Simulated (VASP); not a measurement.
# Ir (P6/mmm) in VASP: notebook

The runs below take Ir through single point, with PBE.

All numbers are computed with VASP 6.6.1; they aren't measurements. Logs are shortened: lines on timing, memory, paths and dates and some standing lists are left out, and cuts for length are marked.

### Step 1. The cell of the first run

The structure is hexagonal, space group P6/mmm (No. 191). The conventional cell has a = 4.380 Å, b = 4.380 Å, c = 2.705 Å, α = 90.00°, β = 90.00°, γ = 120.00°. Ir (site symmetry 6/mmm) has 14 Ir at 2.70 to 2.87 Å within 3.6 Å. Ir (site symmetry -6m2) has 11 Ir at 2.53 to 2.87 Å within 3.3 Å.

This isn't the form of Ir at room conditions, which is fcc.

### Step 2. Single point, PBE (14.98 Å³/atom)

INCAR reads:

```
SYSTEM = Ir
PREC     = Accurate       ! precision mode
ENCUT    = 520            ! plane-wave cutoff, eV
EDIFF    = 1E-7           ! SCF threshold, eV
ISMEAR   = -1             ! smearing method
SIGMA    = 0.1            ! smearing width, eV
LREAL    = .FALSE.        ! projectors in reciprocal space
LASPH    = .TRUE.         ! aspherical terms in the spheres
NELM     = 80             ! most SCF steps
ALGO     = Normal         ! electronic algorithm
ISIF     = 2              ! what is computed and relaxed
LWAVE    = .FALSE.        ! write WAVECAR
LCHARG   = .FALSE.        ! write CHGCAR
GGA      = PE             ! functional
NBANDS   = 20             ! bands
```

KPOINTS reads:

```
regular mesh
0
G
  9 9 13
  0 0 0
```

POSCAR reads:

```
Ir
1.0
    4.3796075849      0.0000000000      0.0000000000
   -2.1898037924      3.7928514271      0.0000000000
    0.0000000000      0.0000000000      2.7045127746
Ir
3
Direct
    1.0000000000      1.0000000000      0.0000000000
    0.3333333333      0.6666666667      0.5000000000
    0.6666666667      0.3333333333      0.5000000000
```

Potentials or basis: VASP PAW PBE potentials, release 64 (Ir).

Command:

```console
> cat potpaw_PBE.64/Ir/POTCAR > POTCAR
> mpirun -np 1 vasp_std > vasp.out
```

OUTCAR:

```text
SYSTEM = Ir
   PREC = Accurate
   ENCUT = 520
   EDIFF = 1E-7
   ISMEAR = -1
   LREAL = .FALSE.
   LASPH = .TRUE.
   NELM = 80
   ISIF = 2
   GGA = PE

 ion  position               nearest neighbor table
   1  0.000  0.000  0.000-   2 2.87   3 2.87   2 2.87   3 2.87   2 2.87   2 2.87   3 2.87   3 2.87
                             3 2.87   3 2.87   2 2.87   2 2.87
   2  0.333  0.667  0.500-   3 2.53   3 2.53   3 2.53   1 2.87   1 2.87   1 2.87   1 2.87   1 2.87
                             1 2.87
   3  0.667  0.333  0.500-   2 2.53   2 2.53   2 2.53   1 2.87   1 2.87   1 2.87   1 2.87   1 2.87
                             1 2.87

  LATTYP: Found a hexagonal cell.
 ALAT       =     4.3796075849
 C/A-ratio  =     0.6175239955

  Lattice vectors:

 A1 = (   4.3796075849,   0.0000000000,   0.0000000000)
 A2 = (  -2.1898037924,   3.7928514271,   0.0000000000)
 A3 = (   0.0000000000,   0.0000000000,   2.7045127746)

Analysis of symmetry for initial positions (statically):
=====================================================================
 Subroutine PRICEL returns:
 Original cell was already a primitive cell.

 Routine SETGRP: Setting up the symmetry group for a
 hexagonal supercell.

 Subroutine GETGRP returns: Found 24 space group operations
 (whereof 24 operations were pure point group operations)
 out of a pool of 24 trial point group operations.

The static configuration has the point symmetry D_6h.

Analysis of symmetry for dynamics (positions and initial velocities):
=====================================================================
 Subroutine PRICEL returns:
 Original cell was already a primitive cell.

 Routine SETGRP: Setting up the symmetry group for a
 hexagonal supercell.

 Subroutine GETGRP returns: Found 24 space group operations
 (whereof 24 operations were pure point group operations)
 out of a pool of 24 trial point group operations.

The dynamic configuration has the point symmetry D_6h.

 Subroutine INISYM returns: Found 24 space group operations
 (whereof 24 operations are pure point group operations),
 and found     1 'primitive' translations

----------------------------------------------------------------------------------------

                                     Primitive cell

  volume of cell :      44.9252

  direct lattice vectors                    reciprocal lattice vectors
[... 87 lines left out ...]
   ENCUT  =  520.0 eV  38.22 Ry    6.18 a.u.   8.14  8.14  5.03*2*pi/ulx,y,z
   NELM   =     80;   NELMIN=  2; NELMDL= -5     # of ELM steps
   EDIFF  = 0.1E-06   stopping-criterion for ELM
   LREAL  =      F    real-space projection
   EDIFFG = 0.1E-05   stopping-criterion for IOM
   NSW    =      0    number of steps for IOM
   IBRION =     -1    ionic relax: 0-MD 1-quasi-New 2-CG
   NFREE  =      0    steps in history (QN), initial steepest desc. (CG)
   ISIF   =      2    stress and relaxation
   ISYM   =      2    0-nonsym 1-usesym 2-fastsym
   POTIM  = 0.5000    time-step for ionic-motion
   TEBEG  =    0.0;   TEEND  =   0.0 temperature during run
   PSTRESS=    0.0 pullay stress
   NELECT =      27.0000    total number of electrons
   NUPDOWN=      -1.0000    fix difference up-down
   EMIN   =  10.00;   EMAX   =-10.00  energy-range for DOS
   EFERMI =   0.00;   METHOD = LEGACY
   ISMEAR =    -1;   SIGMA  =   0.10  broadening in eV -4-tet -1-fermi 0-gaus
   EFERMI_NEDOS =   21; number of points for ismear=-14 and -15
   IALGO  =     38    algorithm
   IMIX   =      4    mixing-type and parameters
     AMIX     =   0.40;   BMIX     =  1.00
     AMIX_MAG =   1.60;   BMIX_MAG =  1.00
  volume/ion in A,a.u.               =      14.98       101.06
  Fermi-wavevector in a.u.,A,eV,Ry     =   1.381548  2.610748 25.969108  1.908676
  Thomas-Fermi vector in A             =   2.506322
   LORBIT       =      0    0 simple, 1 ext, 2 COOP (PROOUT), +10 PAW based schemes
   GGA     = PE    functional components
   LHFCALC =     F    Hartree Fock is set to
   AEXX    =    0.0000 exact exchange contribution
   IVDW    =     0    specifies the selected vdW correction
   LEPSILON=     F    determine dielectric tensor
   LRPA    =     F    only Hartree local field effects (RPA)
 non-spin polarized calculation
  energy-cutoff  :      520.00
  volume of cell :       44.93
 maximum number of plane-waves:      1234
 NGX is ok and might be reduce to    36
   NGX = 17   NGY = 17   NGZ = 11

 number of electron      27.0000000 magnetization

 Free energy of the ion-electron system (eV)
  ---------------------------------------------------
  ext. energy  EPLUGINS =         0.00000000
  ---------------------------------------------------
  free energy    TOTEN  =       -25.63806984 eV

  energy without entropy =      -25.48217401  energy(sigma->0) =      -25.56012193

 E-fermi :   9.4539     XC(G=0): -13.6321

 val. band max:        9.4532952630   @ k =   0.3333   0.1111   0.0769
 cond. band min:       9.4563617801   @ k =   0.2222  -0.0000   0.4615
 fundamental gap:      0.0030665171
 Fermi energy:         9.4538565201

 k-point     1 :       0.0000    0.0000    0.0000
  band No.  band energies     occupation
      1      -1.0660      2.00000
      2       2.6161      2.00000
      3       4.8263      2.00000
      4       5.0862      2.00000
      5       5.0862      2.00000
      6       5.0906      2.00000
[... 541 lines left out ...]
     19      20.7918      0.00000
     20      21.7874      0.00000

 [... further k-points ...]

------------------------ aborting loop because EDIFF is reached ----------------------------------------

  FORCE on cell =-STRESS in cart. coord.  units (eV):
  Direction    XX          YY          ZZ          XY          YZ          ZX
  --------------------------------------------------------------------------------------
  -------------------------------------------------------------------------------------
  Total        0.1867584      0.1867584     -0.0939144      0.0000000      0.0000000      0.0000000
  in kB        6.6604048      6.6604048     -3.3492881      0.0000000      0.0000000      0.0000000
  external PRESSURE =       3.3238405 kB  Pullay stress =       0.0000000 kB

 VOLUME and BASIS-vectors are now :
 -----------------------------------------------------------------------------
  energy-cutoff  :      520.00
  volume of cell :       44.93
      direct lattice vectors                 reciprocal lattice vectors
     4.379607585  0.000000000  0.000000000     0.228330959  0.131826941  0.000000000
    -2.189803792  3.792851427  0.000000000     0.000000000  0.263653881  0.000000000
     0.000000000  0.000000000  2.704512775     0.000000000  0.000000000  0.369752367

 POSITION                                       TOTAL-FORCE (eV/Angst)
 -----------------------------------------------------------------------------------
      0.00000      0.00000      0.00000        -0.000000      0.000000      0.000000
     -0.00000      2.52857      1.35226         0.000000      0.000000     -0.000000
      2.18980      1.26428      1.35226        -0.000000     -0.000000      0.000000
 -----------------------------------------------------------------------------------
    total drift:                                0.000000      0.000000     -0.000000

  FREE ENERGIE OF THE ION-ELECTRON SYSTEM (eV)
  ---------------------------------------------------
  free  energy   TOTEN  =       -25.6380698386 eV

  energy  without entropy=      -25.4821740121  energy(sigma->0) =      -25.56012193
```

stdout:

```text
POSCAR found type information on POSCAR Ir
 POSCAR found :  1 types and       3 ions
 scaLAPACK will be used
 LDA part: xc-table for (Slater+PW92), standard interpolation
 POSCAR, INCAR and KPOINTS ok, starting setup
 FFT: planning ... GRIDC
 FFT: planning ... GRID_SOFT
 FFT: planning ... GRID
 WAVECAR not read
 entering main loop
```

Wall time 1.8 min (1 thread of Intel Xeon 8259CL, shared host); peak memory 0.21 GiB.

Results:

```
Free energy            : -25.6381 eV
Pressure               : 0.3 GPa
Band gap on the k mesh : zero (an odd number of electrons rules out a gap without spin polarisation)
```

Caveat: spin-orbit coupling is left out, which moves the levels of the heavy elements.

### Step 3. Single point, PBE (15.57 Å³/atom)

This run uses another cell than the first one, of 15.57 Å³/atom.

INCAR reads:

```
SYSTEM = Ir
  PREC = Accurate
  ENCUT = 520
  EDIFF = 1E-6
  ISMEAR = -1
  SIGMA = 0.1
  LREAL = .False.
  LASPH = .True.
  NELM = 60
  ALGO = Normal
  ISIF = 2
  LWAVE = .False.
  LCHARG = .True.
  GGA = PE
  LELF = .True.
  LVHAR = .True.
  NBANDS = 20
```

KPOINTS reads:

```
Automatic mesh
0
Gamma
  9 9 13
  0 0 0
```

POSCAR reads:

```
Ir
1.0
    4.4372406097      0.0000000000      0.0000000000
   -2.2186203048      3.8427630907      0.0000000000
    0.0000000000      0.0000000000      2.7401025503
Ir
3
Direct
    1.0000000000      1.0000000000      0.0000000000
    0.3333333333      0.6666666667      0.5000000000
    0.6666666667      0.3333333333      0.5000000000
```

Potentials or basis: VASP PAW PBE potentials, release 64 (Ir).

Command:

```console
> cat potpaw_PBE.64/Ir/POTCAR > POTCAR
> mpirun -np 1 vasp_std > vasp.out
```

Wall time 90 s (1 thread of Intel Xeon 8259CL, shared host); peak memory 0.21 GiB.

It converged, with:

- Free energy: -25.5755 eV
- Pressure: -11.2 GPa
- Band gap on the k mesh: zero (an odd number of electrons rules out a gap without spin polarisation)

Stress tensor (GPa, compression positive):
```
-11.25   0.00   0.00
  0.00 -11.25   0.00
  0.00   0.00 -10.98
```

Levels at points of the mesh, in eV from the Fermi level:
| k point | band 11 | band 12 | band 13 | band 14 | band 15 | band 16 | band 17 | band 18 |
| --- | --- | --- | --- | --- | --- | --- | --- | --- |
| (0.00, 0.00, 0.00) | -1.85 | -1.85 | -1.81 | -1.81 | 1.03 | 1.03 | 5.66 | 6.93 |

Caveat: the cell stands under tension; spin-orbit coupling is left out, which moves the levels of the heavy elements.

### Step 4. Single point, PBE (16.17 Å³/atom)

This run uses another cell than the first one, of 16.17 Å³/atom.

INCAR reads:

```
PREC = Accurate
ENCUT = 520
EDIFF = 1E-6
ISMEAR = -1
SIGMA = 0.1
LREAL = F
LASPH = T
NELM = 60
ALGO = Normal
ISIF = 2
LWAVE = F
LCHARG = F
GGA = PE
NBANDS = 20
```

KPOINTS reads:

```
Automatic mesh
0
Gamma
  9 9 13
```

POSCAR reads:

```
Ir
1.0
    4.4934141756      0.0000000000      0.0000000000
   -2.2467070878      3.8914108258      0.0000000000
    0.0000000000      0.0000000000      2.7747910752
Ir
3
Direct
    1.0000000000      1.0000000000      0.0000000000
    0.3333333333      0.6666666667      0.5000000000
    0.6666666667      0.3333333333      0.5000000000
```

Potentials or basis: VASP PAW PBE potentials, release 64 (Ir).

Command:

```console
> cat potpaw_PBE.64/Ir/POTCAR > POTCAR
> mpirun -np 1 vasp_std > vasp.out
```

OUTCAR:

```text
PREC = Accurate
   ENCUT = 520
   EDIFF = 1E-6
   ISMEAR = -1
   LREAL = F
   LASPH = T
   NELM = 60
   ISIF = 2
   GGA = PE

 ion  position               nearest neighbor table
   1  0.000  0.000  0.000-   2 2.94   3 2.94   2 2.94   3 2.94   3 2.94   3 2.94   2 2.94   2 2.94
                             3 2.94   3 2.94   2 2.94   2 2.94
   2  0.333  0.667  0.500-   3 2.59   3 2.59   3 2.59   1 2.94   1 2.94   1 2.94   1 2.94   1 2.94
                             1 2.94
   3  0.667  0.333  0.500-   2 2.59   2 2.59   2 2.59   1 2.94   1 2.94   1 2.94   1 2.94   1 2.94
                             1 2.94

  LATTYP: Found a hexagonal cell.
 ALAT       =     4.4934141756
 C/A-ratio  =     0.6175239955

  Lattice vectors:

 A1 = (   4.4934141756,   0.0000000000,   0.0000000000)
 A2 = (  -2.2467070878,   3.8914108258,   0.0000000000)
 A3 = (   0.0000000000,   0.0000000000,   2.7747910752)

Analysis of symmetry for initial positions (statically):
=====================================================================
 Subroutine PRICEL returns:
 Original cell was already a primitive cell.

 Routine SETGRP: Setting up the symmetry group for a
[... 168 lines left out ...]
  energy without entropy =      -25.22304699  energy(sigma->0) =      -25.31101084

 E-fermi :   8.2334     XC(G=0): -13.1832

 val. band max:        8.2265224495   @ k =   0.3333   0.1111   0.2308
 cond. band min:       8.2392567807   @ k =   0.2222   0.0000   0.4615
 fundamental gap:      0.0127343312
 Fermi energy:         8.2333946807

 k-point     1 :       0.0000    0.0000    0.0000
  band No.  band energies     occupation
      1      -1.5035      2.00000
      2       2.1435      2.00000
      3       4.0868      2.00000
      4       4.3244      2.00000
      5       4.3244      2.00000
      6       4.3493      2.00000
[... 541 lines left out ...]
     19      18.9283      0.00000
     20      19.7391      0.00000

 [... further k-points ...]

------------------------ aborting loop because EDIFF is reached ----------------------------------------

  FORCE on cell =-STRESS in cart. coord.  units (eV):
  Direction    XX          YY          ZZ          XY          YZ          ZX
  --------------------------------------------------------------------------------------
  -------------------------------------------------------------------------------------
  Total       -6.2132462     -6.2132462     -5.8301939      0.0000000      0.0000000     -0.0000000
  in kB     -205.1706918   -205.1706918   -192.5217315      0.0000000      0.0000000     -0.0000000
  external PRESSURE =    -200.9543717 kB  Pullay stress =       0.0000000 kB

 VOLUME and BASIS-vectors are now :
 -----------------------------------------------------------------------------
  energy-cutoff  :      520.00
  volume of cell :       48.52
      direct lattice vectors                 reciprocal lattice vectors
     4.493414176  0.000000000  0.000000000     0.222547925  0.128488104  0.000000000
    -2.246707088  3.891410826  0.000000000     0.000000000  0.256976209  0.000000000
     0.000000000  0.000000000  2.774791075     0.000000000  0.000000000  0.360387493

 POSITION                                       TOTAL-FORCE (eV/Angst)
 -----------------------------------------------------------------------------------
      0.00000      0.00000      0.00000        -0.000000      0.000000      0.000000
     -0.00000      2.59427      1.38740         0.000000     -0.000000     -0.000000
      2.24671      1.29714      1.38740        -0.000000      0.000000      0.000000
 -----------------------------------------------------------------------------------
    total drift:                                0.000000      0.000000     -0.000000

  FREE ENERGIE OF THE ION-ELECTRON SYSTEM (eV)
  ---------------------------------------------------
  free  energy   TOTEN  =       -25.3989746940 eV

  energy  without entropy=      -25.2230469904  energy(sigma->0) =      -25.31101084
```

stdout:

```text
POSCAR found type information on POSCAR Ir
 POSCAR found :  1 types and       3 ions
 scaLAPACK will be used
 LDA part: xc-table for (Slater+PW92), standard interpolation
 POSCAR, INCAR and KPOINTS ok, starting setup
 FFT: planning ... GRIDC
 FFT: planning ... GRID_SOFT
 FFT: planning ... GRID
 WAVECAR not read
 entering main loop
```

It took 2 min on 1 thread of Intel Xeon 8259CL, shared host; peak memory 0.22 GiB.

What came out:

| Item | Value |
| --- | --- |
| Free energy | -25.3990 eV |
| Pressure | -20.1 GPa |
| Band gap on the k mesh | zero (an odd number of electrons rules out a gap without spin polarisation) |

Levels at points of the mesh, in eV from the Fermi level:
```
           k point  band 10  band 11  band 12  band 13  band 14  band 15  band 16  band 17  band 18  band 19
(0.00, 0.00, 0.00)    -2.59    -1.74    -1.74    -1.69    -1.69     0.96     0.96     5.42     6.65     7.76
```

Caveat: the cell stands under tension; spin-orbit coupling is left out, which moves the levels of the heavy elements.

### Step 5. Summary

```tsv
cell	gap on the mesh (eV)	pressure (GPa)
a = 4.380, b = 4.380, c = 2.705 Å, angles 90.0, 90.0, 120.0°, 3 atoms	none	0.3
a = 4.437, b = 4.437, c = 2.740 Å, angles 90.0, 90.0, 120.0°, 3 atoms	none	-11.2
a = 4.493, b = 4.493, c = 2.775 Å, angles 90.0, 90.0, 120.0°, 3 atoms	none	-20.1
```

Alike in all rows: task single point; level PBE; potentials or basis VASP PAW PBE potentials, release 64 (Ir); no spin polarisation; k mesh 9 × 9 × 13; cutoff (eV) 520; smearing fermi-dirac 0.1 eV.

Caveats: spin-orbit coupling is left out, which moves the levels of the heavy elements; the cell stands under tension (at least some runs).

Total energies depend on the potentials used, so only differences within one code and one set of settings carry meaning.
